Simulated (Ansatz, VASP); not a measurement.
## Ti3Zn: VASP beside Ansatz

```
CELL_PARAMETERS angstrom
3.87501 0.03469 0.03469
0.03469 3.87501 0.03469
0.03469 0.03469 3.87501
ATOMIC_POSITIONS crystal
Ti 0.00000 0.50000 0.50000
Ti 0.50000 0.00000 0.50000
Ti 0.50000 0.50000 0.00000
Zn 0.00000 0.00000 0.00000
```

Alike in both runs: task single point; functional LDA; k mesh 12 × 12 × 12; occupations gaussian, width 0.15 eV; no spin polarisation.

```csv
,VASP,Ansatz
version,VASP 6.6.1,Ansatz 0.2.0
potentials or method,"VASP PAW LDA potentials, release 64 (Ti_sv, Zn), cutoff 520 eV","scalar-relativistic, plane waves, PAW"
valence electrons in the cell,48,48
```

|  | VASP | Ansatz | Ansatz less VASP |
| --- | --- | --- | --- |
| gap on the k mesh at the Fermi level (eV) | none | none | - |
| pressure (GPa) | 4.0 | 3.8 | -0.18 |
| traceless stress, the component that is largest in VASP (GPa) | -1.50 | -1.49 | +0.004 |

LDA's correlation is that of Perdew and Zunger in VASP and of Perdew and Wang (1992) in Ansatz. A gap of «none» marks a metal or a gap that the smearing closes.
